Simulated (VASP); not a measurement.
Wanted: the native input for a VASP 6.6.1 run.

| Quantity | Value |
| --- | --- |
| Task | single point |
| Functional | PBEsol |
| Potentials or basis | VASP PAW PBE potentials, release 64 (W_sv) |
| Cutoff | 520 eV |
| k mesh | 8 × 8 × 8 |
| Occupations | gaussian, width 0.1 eV |
| Spin | no spin polarisation |
| Dipole correction | no |
| Further INCAR settings | ALGO = Fast; EDIFF = 1e-07; NBANDS = 66 |

The structure of W lies in POSCAR:

```
W
1.0
    4.8763122803      0.0000000000      0.0000000000
    0.0000000000      4.8763122803      0.0000000000
    0.0000000000      0.0000000000      4.8763122803
W
8
Direct
    0.0000000000      0.0000000000      0.0000000000
    0.5000000000      0.5000000000      0.5000000000
    0.0000000000      0.5000000000      0.2500000000
    0.0000000000      0.5000000000      0.7500000000
    0.2500000000      0.0000000000      0.5000000000
    0.7500000000      0.0000000000      0.5000000000
    0.5000000000      0.7500000000      0.0000000000
    0.5000000000      0.2500000000      0.0000000000
```

This cell differs from its parent crystal: volume scaled by 0.91.

These files were run (other wordings do the same):

INCAR

```
SYSTEM = W
PREC = Accurate
ENCUT = 520
EDIFF = 1E-7
ISMEAR = 0
SIGMA = 0.1
LREAL = .False.
LASPH = .True.
NELM = 60
ALGO = Fast
ISIF = 2
LWAVE = .False.
LCHARG = .False.
GGA = PS
NBANDS = 66
```

KPOINTS

```
Automatic mesh
0
Gamma
  8 8 8
  0 0 0
```

Potentials or basis: VASP PAW PBE potentials, release 64 (W_sv).

Command:

```bash
$ cat potpaw_PBE.64/W_sv/POTCAR > POTCAR
$ mpirun -np 1 vasp_std > vasp.out
```

It gave:

```yaml
Pressure: 38.0 GPa
Band_gap_on_the_k_mesh: zero (band 56 reaches 12.93 eV, above the bottom of band 57 at 11.72 eV)
```

Caveat: the PAW data sets were made with another functional, which shifts forces and pressure a little; spin-orbit coupling is left out, which moves the levels of the heavy elements.

It took 11 min on 1 thread of AMD EPYC 7R13, on a shared host, peak memory 0.29 GiB.
